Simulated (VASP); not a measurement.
# Hf (P6_3/mmc) in VASP: further runs

Hf is run at these levels: PBE; tasks: single point, relaxation of cell and atoms.

Program: VASP 6.6.1. These are calculated values, not measurements. Logs are shortened: lines on timing, memory, paths and dates and some standing lists are left out, and cuts for length are marked.

## 1. The cell of the first run

The structure is hexagonal, space group P6_3/mmc (No. 194). The conventional cell has a = 3.203 Å, b = 3.203 Å, c = 5.073 Å, α = 90.00°, β = 90.00°, γ = 120.00°. Hf (site symmetry -6m2) has 12 Hf at 3.14 to 3.20 Å within 4.1 Å.

## 2. Single point, PBE

File INCAR:

```
SYSTEM = Hf
  PREC = Accurate
  ENCUT = 520
  EDIFF = 1E-7
  ISMEAR = -1
  SIGMA = 0.1
  LREAL = .FALSE.
  LASPH = .TRUE.
  NELM = 60
  ALGO = Normal
  ISIF = 2
  LWAVE = .FALSE.
  LCHARG = .FALSE.
  GGA = PE
  NBANDS = 17
```

File KPOINTS:

```
Automatic mesh
0
G
  12 12 7
  0 0 0
```

File POSCAR:

```
Hf
1.0
    1.6016142156     -2.7740771955      0.0000000000
    1.6016142156      2.7740771956      0.0000000000
    0.0000000000      0.0000000000      5.0729617538
Hf
2
Direct
    0.6666666670      0.3333333330      0.2500000000
    0.3333333330      0.6666666670      0.7500000000
```

Potentials or basis: VASP PAW PBE potentials, release 64 (Hf_pv).

Command:

```
$ cat potpaw_PBE.64/Hf_pv/POTCAR > POTCAR
$ mpirun -np 1 vasp_std > vasp.out
```

OUTCAR:

```text
SYSTEM = Hf
   PREC = Accurate
   ENCUT = 520
   EDIFF = 1E-7
   ISMEAR = -1
   LREAL = .FALSE.
   LASPH = .TRUE.
   NELM = 60
   ISIF = 2
   GGA = PE

 ion  position               nearest neighbor table
   1  0.667  0.333  0.250-   2 3.14   2 3.14   2 3.14   2 3.14   2 3.14   2 3.14
   2  0.333  0.667  0.750-   1 3.14   1 3.14   1 3.14   1 3.14   1 3.14   1 3.14

  LATTYP: Found a hexagonal cell.
 ALAT       =     3.2032284312
 C/A-ratio  =     1.5837027745

  Lattice vectors:

 A1 = (   1.6016142156,  -2.7740771955,   0.0000000000)
 A2 = (   1.6016142156,   2.7740771956,   0.0000000000)
 A3 = (   0.0000000000,   0.0000000000,   5.0729617538)

Analysis of symmetry for initial positions (statically):
=====================================================================
 Subroutine PRICEL returns:
 Original cell was already a primitive cell.

 Routine SETGRP: Setting up the symmetry group for a
 hexagonal supercell.

 Subroutine GETGRP returns: Found 24 space group operations
 (whereof 12 operations were pure point group operations)
 out of a pool of 24 trial point group operations.

The static configuration has the point symmetry D_3d.
 The point group associated with its full space group is D_6h.

Analysis of symmetry for dynamics (positions and initial velocities):
=====================================================================
 Subroutine PRICEL returns:
 Original cell was already a primitive cell.

 Routine SETGRP: Setting up the symmetry group for a
 hexagonal supercell.

 Subroutine GETGRP returns: Found 24 space group operations
 (whereof 12 operations were pure point group operations)
 out of a pool of 24 trial point group operations.

The dynamic configuration has the point symmetry D_3d.
 The point group associated with its full space group is D_6h.

 Subroutine INISYM returns: Found 24 space group operations
 (whereof 12 operations are pure point group operations),
 and found     1 'primitive' translations

----------------------------------------------------------------------------------------

                                     Primitive cell

  volume of cell :      45.0784

  direct lattice vectors                    reciprocal lattice vectors
     1.601614216 -2.774077195  0.000000000     0.312185041 -0.180240118  0.000000000
     1.601614216  2.774077196  0.000000000     0.312185041  0.180240118  0.000000000
     0.000000000  0.000000000  5.072961754     0.000000000  0.000000000  0.197123505

  length of vectors
     3.203228431  3.203228431  5.072961754     0.360480235  0.360480235  0.197123505

  position of ions in fractional coordinates (direct lattice)
     0.666666667  0.333333333  0.250000000
     0.333333333  0.666666667  0.750000000

  ion indices of the primitive-cell ions
   primitive index   ion index
                 1           1
                 2           2

----------------------------------------------------------------------------------------

 KPOINTS: Automatic mesh

Automatic generation of k-mesh.
 Grid dimensions read from file:
 generate k-points for:   12   12    7

 Generating k-lattice:

  Cartesian coordinates                     Fractional coordinates (reciprocal lattice)
     0.026015420 -0.015020010  0.000000000     0.083333333  0.000000000  0.000000000
     0.026015420  0.015020010  0.000000000     0.000000000  0.083333333  0.000000000
     0.000000000  0.000000000  0.028160501     0.000000000  0.000000000  0.142857143

  Length of vectors
     0.030040020  0.030040020  0.028160501

  Shift w.r.t. Gamma in fractional coordinates (k-lattice)
     0.000000000  0.000000000  0.000000000

 Subroutine IBZKPT returns following result:
 ===========================================

 Found     76 irreducible k-points:

 Following reciprocal coordinates:
            Coordinates               Weight
  0.000000  0.000000  0.000000      1.000000
  0.083333 -0.000000  0.000000      6.000000
  0.166667 -0.000000  0.000000      6.000000
  0.250000 -0.000000  0.000000      6.000000
  0.333333 -0.000000  0.000000      6.000000
  0.416667 -0.000000  0.000000      6.000000
[... 16 lines left out ...]
  0.250000 -0.000000  0.142857     12.000000
  0.333333 -0.000000  0.142857     12.000000
 [... further k-points ...]
   k-points           NKPTS =     76   k-points in BZ     NKDIM =     76   number of bands    NBANDS=     17
   number of dos      NEDOS =    301   number of ions     NIONS =      2
   total plane-waves  NPLWV =  23040
   dimension x,y,z NGX =    24 NGY =   24 NGZ =   40
   dimension x,y,z NGXF=    48 NGYF=   48 NGZF=   80
   ions per type =               2
   NGX,Y,Z   is equivalent  to a cutoff of  12.46, 12.46, 13.11 a.u.
   NGXF,Y,Z  is equivalent  to a cutoff of  24.91, 24.91, 26.22 a.u.
 SYSTEM =  Hf
   PREC   = accura    normal or accurate (medium, high low for compatibility)
   ISTART =      0    job   : 0-new  1-cont  2-samecut
   ICHARG =      2    charge: 1-file 2-atom 10-const
   ISPIN  =      1    spin polarized calculation?
   LNONCOLLINEAR =      F non collinear calculations
   LSORBIT =      F    spin-orbit coupling
   LASPH  =      T    aspherical Exc in radial PAW
   ENCUT  =  520.0 eV  38.22 Ry    6.18 a.u.   5.96  5.96  9.43*2*pi/ulx,y,z
   NELM   =     60;   NELMIN=  2; NELMDL= -5     # of ELM steps
   EDIFF  = 0.1E-06   stopping-criterion for ELM
   LREAL  =      F    real-space projection
   EDIFFG = 0.1E-05   stopping-criterion for IOM
   NSW    =      0    number of steps for IOM
   IBRION =     -1    ionic relax: 0-MD 1-quasi-New 2-CG
   NFREE  =      0    steps in history (QN), initial steepest desc. (CG)
   ISIF   =      2    stress and relaxation
   ISYM   =      2    0-nonsym 1-usesym 2-fastsym
   POTIM  = 0.5000    time-step for ionic-motion
   TEBEG  =    0.0;   TEEND  =   0.0 temperature during run
   PSTRESS=    0.0 pullay stress
   NELECT =      20.0000    total number of electrons
   NUPDOWN=      -1.0000    fix difference up-down
   EMIN   =  10.00;   EMAX   =-10.00  energy-range for DOS
   EFERMI =   0.00;   METHOD = LEGACY
   ISMEAR =    -1;   SIGMA  =   0.10  broadening in eV -4-tet -1-fermi 0-gaus
   EFERMI_NEDOS =   21; number of points for ismear=-14 and -15
   IALGO  =     38    algorithm
   IMIX   =      4    mixing-type and parameters
     AMIX     =   0.40;   BMIX     =  1.00
     AMIX_MAG =   1.60;   BMIX_MAG =  1.00
  volume/ion in A,a.u.               =      22.54       152.10
  Fermi-wavevector in a.u.,A,eV,Ry     =   1.248616  2.359542 21.212045  1.559041
  Thomas-Fermi vector in A             =   2.382694
   LORBIT       =      0    0 simple, 1 ext, 2 COOP (PROOUT), +10 PAW based schemes
   GGA     = PE    functional components
   LHFCALC =     F    Hartree Fock is set to
   AEXX    =    0.0000 exact exchange contribution
   IVDW    =     0    specifies the selected vdW correction
   LEPSILON=     F    determine dielectric tensor
   LRPA    =     F    only Hartree local field effects (RPA)
 non-spin polarized calculation
  energy-cutoff  :      520.00
  volume of cell :       45.08
 maximum number of plane-waves:      1233
 NGX is ok and might be reduce to    24
   NGX = 11   NGY = 11   NGZ = 19

 number of electron      20.0000005 magnetization

 Free energy of the ion-electron system (eV)
  ---------------------------------------------------
  ext. energy  EPLUGINS =         0.00000000
  ---------------------------------------------------
  free energy    TOTEN  =       -19.87611186 eV

  energy without entropy =      -19.81972908  energy(sigma->0) =      -19.84792047

 E-fermi :   4.8517     XC(G=0): -11.2492

 val. band max:        4.8247984306   @ k =   0.3333   0.2500   0.2857
 cond. band min:       4.8525658455   @ k =   0.3333   0.3333   0.2857
 fundamental gap:      0.0277674149
 Fermi energy:         4.8517261441

 k-point     1 :       0.0000    0.0000    0.0000
  band No.  band energies     occupation
      1     -26.2077      2.00000
      2     -25.4871      2.00000
      3     -25.4871      2.00000
      4     -25.3640      2.00000
      5     -25.3630      2.00000
      6     -25.3630      2.00000
[... 9 lines left out ...]
     16       7.4988      0.00000
     17      10.1645      0.00000

 k-point     2 :       0.0833   -0.0000    0.0000
  band No.  band energies     occupation
      1     -26.1903      2.00000
      2     -25.5244      2.00000
      3     -25.4996      2.00000
      4     -25.4023      2.00000
      5     -25.3720      2.00000
      6     -25.3680      2.00000
[... 9 lines left out ...]
     16       7.3031      0.00000
     17      10.3215      0.00000

 k-point     3 :       0.1667   -0.0000    0.0000
  band No.  band energies     occupation
      1     -26.1401      2.00000
      2     -25.6263      2.00000
      3     -25.5327      2.00000
      4     -25.5071      2.00000
      5     -25.3962      2.00000
      6     -25.3828      2.00000
[... 9 lines left out ...]
     16       7.5865      0.00000
     17      10.6453      0.00000

 k-point     4 :       0.2500   -0.0000    0.0000
  band No.  band energies     occupation
      1     -26.0643      2.00000
      2     -25.7657      2.00000
      3     -25.6442      2.00000
      4     -25.5760      2.00000
      5     -25.4364      2.00000
      6     -25.4044      2.00000
[... 9 lines left out ...]
     16       8.4361      0.00000
     17      10.9425      0.00000

 k-point     5 :       0.3333   -0.0000    0.0000
  band No.  band energies     occupation
      1     -25.9747      2.00000
      2     -25.9048      2.00000
      3     -25.7752      2.00000
      4     -25.6176      2.00000
      5     -25.4903      2.00000
      6     -25.4272      2.00000
[... 9 lines left out ...]
     16       9.4823      0.00000
     17      11.1410      0.00000

 k-point     6 :       0.4167   -0.0000    0.0000
  band No.  band energies     occupation
      1     -26.0060      2.00000
      2     -25.8908      2.00000
      3     -25.8677      2.00000
      4     -25.6473      2.00000
      5     -25.5479      2.00000
      6     -25.4443      2.00000
[... 9 lines left out ...]
     16      10.5363      0.00000
     17      11.2441      0.00000

 k-point     7 :       0.5000   -0.0000    0.0000
  band No.  band energies     occupation
      1     -26.0428      2.00000
      2     -25.9010      2.00000
      3     -25.8511      2.00000
      4     -25.6581      2.00000
      5     -25.5780      2.00000
      6     -25.4507      2.00000
[... 9 lines left out ...]
     16      11.2749      0.00000
     17      11.7540      0.00000

 k-point     8 :       0.0833    0.0833    0.0000
  band No.  band energies     occupation
      1     -26.1564      2.00000
      2     -25.5866      2.00000
      3     -25.5388      2.00000
      4     -25.4602      2.00000
      5     -25.3882      2.00000
      6     -25.3831      2.00000
[... 9 lines left out ...]
     16       7.4653      0.00000
     17      10.5063      0.00000
[... 203 lines left out ...]
      1     -25.9403      2.00000
      2     -25.8112      2.00000
      3     -25.8112      2.00000
      4     -25.7054      2.00000
      5     -25.7054      2.00000
      6     -25.6710      2.00000
[... 9 lines left out ...]
     16      10.5191      0.00000
     17      10.5192      0.00000

 k-point    20 :       0.0000    0.0000    0.1429
  band No.  band energies     occupation
      1     -26.1686      2.00000
      2     -25.4810      2.00000
      3     -25.4810      2.00000
      4     -25.4088      2.00000
      5     -25.3691      2.00000
      6     -25.3691      2.00000
[... 9 lines left out ...]
     16       7.7960      0.00000
     17      10.2370      0.00000

 k-point    21 :       0.0833   -0.0000    0.1429
  band No.  band energies     occupation
      1     -26.1534      2.00000
      2     -25.5172      2.00000
      3     -25.4932      2.00000
      4     -25.4415      2.00000
      5     -25.3820      2.00000
      6     -25.3746      2.00000
[... 9 lines left out ...]
     16       7.6764      0.00000
     17      10.3652      0.00000

 k-point    22 :       0.1667   -0.0000    0.1429
  band No.  band energies     occupation
      1     -26.1109      2.00000
      2     -25.6158      2.00000
      3     -25.5407      2.00000
      4     -25.5253      2.00000
      5     -25.4059      2.00000
      6     -25.3903      2.00000
[... 9 lines left out ...]
     16       7.6942      0.00000
     17      10.6190      0.00000

 k-point    23 :       0.2500   -0.0000    0.1429
  band No.  band energies     occupation
      1     -26.0525      2.00000
      2     -25.7460      2.00000
      3     -25.6731      2.00000
      4     -25.5676      2.00000
      5     -25.4405      2.00000
      6     -25.4130      2.00000
[... 9 lines left out ...]
     16       8.3659      0.00000
     17      10.8414      0.00000

 k-point    24 :       0.3333   -0.0000    0.1429
  band No.  band energies     occupation
      1     -26.0153      2.00000
      2     -25.8511      2.00000
      3     -25.7920      2.00000
      4     -25.6084      2.00000
      5     -25.4861      2.00000
      6     -25.4368      2.00000
[... 9 lines left out ...]
     16       9.3406      0.00000
     17      10.9935      0.00000

 [... further k-points ...]

------------------------ aborting loop because EDIFF is reached ----------------------------------------

  FORCE on cell =-STRESS in cart. coord.  units (eV):
  Direction    XX          YY          ZZ          XY          YZ          ZX
  --------------------------------------------------------------------------------------
  -------------------------------------------------------------------------------------
  Total       -0.0983680     -0.0983680     -0.1319396     -0.0000000      0.0000000      0.0000000
  in kB       -3.4962021     -3.4962021     -4.6894038     -0.0000000      0.0000000      0.0000000
  external PRESSURE =      -3.8939360 kB  Pullay stress =       0.0000000 kB

 VOLUME and BASIS-vectors are now :
 -----------------------------------------------------------------------------
  energy-cutoff  :      520.00
  volume of cell :       45.08
      direct lattice vectors                 reciprocal lattice vectors
     1.601614216 -2.774077195  0.000000000     0.312185041 -0.180240118  0.000000000
     1.601614216  2.774077196  0.000000000     0.312185041  0.180240118  0.000000000
     0.000000000  0.000000000  5.072961754     0.000000000  0.000000000  0.197123505

 POSITION                                       TOTAL-FORCE (eV/Angst)
 -----------------------------------------------------------------------------------
      1.60161     -0.92469      1.26824         0.000000      0.000000      0.000000
      1.60161      0.92469      3.80472        -0.000000     -0.000000      0.000000
 -----------------------------------------------------------------------------------
    total drift:                               -0.000000      0.000000     -0.000000

  FREE ENERGIE OF THE ION-ELECTRON SYSTEM (eV)
  ---------------------------------------------------
  free  energy   TOTEN  =       -19.8761118620 eV

  energy  without entropy=      -19.8197290774  energy(sigma->0) =      -19.84792047
```

It took 37 s on 1 thread of AMD EPYC 9R14 (Zen 4), shared host; peak memory 0.16 GiB.

Results:

* Free energy: -19.8761 eV
* Pressure: -0.4 GPa
* Band gap on the k mesh: zero (bands 10 and 11 overlap by 1.51 eV)

Stress tensor (GPa, compression positive):
```
-0.35  0.00  0.00
 0.00 -0.35  0.00
 0.00  0.00 -0.47
```

Caveat: spin-orbit coupling is left out, which moves the levels of the heavy elements.

(Continued in part 2 of 2.)
